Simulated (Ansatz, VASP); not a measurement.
**Rb4O: VASP beside Ansatz**

```
CELL_PARAMETERS angstrom
6.17067 0.00000 0.00000
0.00000 6.17067 0.00000
0.00000 0.00000 6.17067
ATOMIC_POSITIONS crystal
Rb 0.00000 0.50000 0.50000
Rb 0.50000 0.00000 0.50000
Rb 0.50000 0.50000 0.00000
Rb 0.00000 0.00000 0.00000
O 0.50000 0.50000 0.50000
```

Alike in both runs: functional PBE; k mesh 6 × 6 × 6; occupations gaussian, width 0.1 eV; no spin polarisation.

Ansatz relaxed the structure, and its values are those at the end. VASP's run is a single point on that final structure, the one shown.

|  | VASP | Ansatz |
| --- | --- | --- |
| version | VASP 6.6.1 | Ansatz 0.2.0 |
| potentials or method | VASP PAW PBE potentials, release 64 (Rb_sv, O), cutoff 520 eV | scalar-relativistic, plane waves, PAW |
| valence electrons in the cell | 42 | 42 |

```csv
,VASP,Ansatz,Ansatz less VASP
gap on the k mesh at the Fermi level (eV),none,none,-
pressure (GPa),0.0,0.0,-0.01
```

A gap of «none» marks a metal or a gap that the smearing closes. The functional is the same, so the differences come from potentials, cutoffs and numerics.
